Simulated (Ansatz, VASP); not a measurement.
# Al in VASP and in Ansatz

File POSCAR:

```
Al
1.0
    2.9530781191      0.0000000000      0.0000000000
   -1.4765390595      2.5574406705      0.0000000000
    0.0000000000      0.0000000000      4.6235075000
Al
2
Direct
    0.6666666667      0.3333333333      0.7500000000
    0.3333333333      0.6666666667      0.2500000000
```

The input INCAR.step1:

```
ALGO     = Normal         # electronic algorithm
EDIFF    = 1E-4           # SCF threshold, eV
ENCUT    = 520            # plane-wave cutoff, eV
GGA      = PE             # functional
ISMEAR   = 0              # smearing method
LASPH    = True           # aspherical terms in the spheres
LCHARG   = False          # write CHGCAR
LREAL    = False          # projectors in reciprocal space
LWAVE    = True           # write WAVECAR
NBANDS   = 10             # bands
NELM     = 100            # most SCF steps
PREC     = Accurate       # precision mode
SIGMA    = 0.15           # smearing width, eV
```

INCAR.step2

```
ALGO     = Normal         # electronic algorithm
EDIFF    = 1E-6           # SCF threshold, eV
ENCUT    = 520            # plane-wave cutoff, eV
ISIF     = 2              # what is computed and relaxed
ISMEAR   = 0              # smearing method
ISTART   = 1            
LASPH    = True           # aspherical terms in the spheres
LCHARG   = True           # write CHGCAR
LELF     = True           # ELF
LMIXTAU  = True         
LREAL    = False          # projectors in reciprocal space
LVHAR    = True         
LWAVE    = False          # write WAVECAR
METAGGA  = R2SCAN         # meta-GGA
NBANDS   = 10             # bands
NELM     = 100            # most SCF steps
PREC     = Accurate       # precision mode
SIGMA    = 0.15           # smearing width, eV
```

Contents of KPOINTS:

```
k-points
0
Gamma
  18 18 10
```

Input for Ansatz:

```yaml
crystal:
  lattice:
    - [2.9530781191, 0.0, 0.0]
    - [-1.4765390595, 2.5574406705, 0.0]
    - [0.0, 0.0, 4.6235075]
  atoms:
    - { symbol: Al, position: [0.6666666667, 0.3333333333, 0.75] }
    - { symbol: Al, position: [0.3333333333, 0.6666666667, 0.25] }
basis:
  ecutwfc: 500
kpoints:
  mp_grid: { grid: [18, 18, 10] }
hamiltonian:
  xc: r2scan
scf:
  occupations: { method: gaussian, width: 0.15 }
output:
  forces: true
  stress: true
  eigenvalues: true
```

Change from the starting cell: strain +0.050 along x and y, -0.050 along z, atoms carried along.

Alike in both runs: task single point; functional r2SCAN; k mesh 18 × 18 × 10; occupations gaussian, width 0.15 eV; no spin polarisation.

|  | VASP | Ansatz |
| --- | --- | --- |
| version | VASP 6.6.1 | Ansatz 0.2.0 |
| potentials or method | VASP PAW PBE potentials, release 64 (Al), cutoff 520 eV | scalar-relativistic, plane waves, PAW |
| valence electrons in the cell | 6 | 6 |

```csv
,VASP,Ansatz,Ansatz less VASP
gap on the k mesh at the Fermi level (eV),none,none,-
pressure (GPa),-6.4,-6.2,+0.25
"traceless stress, the component that is largest in VASP (GPa)",1.89,1.90,+0.013
```

VASP's potentials were made for PBE, not for r2SCAN. A gap of «none» marks a metal or a gap that the smearing closes. With one functional, cell and mesh, what is left measures potentials, basis and numerics.
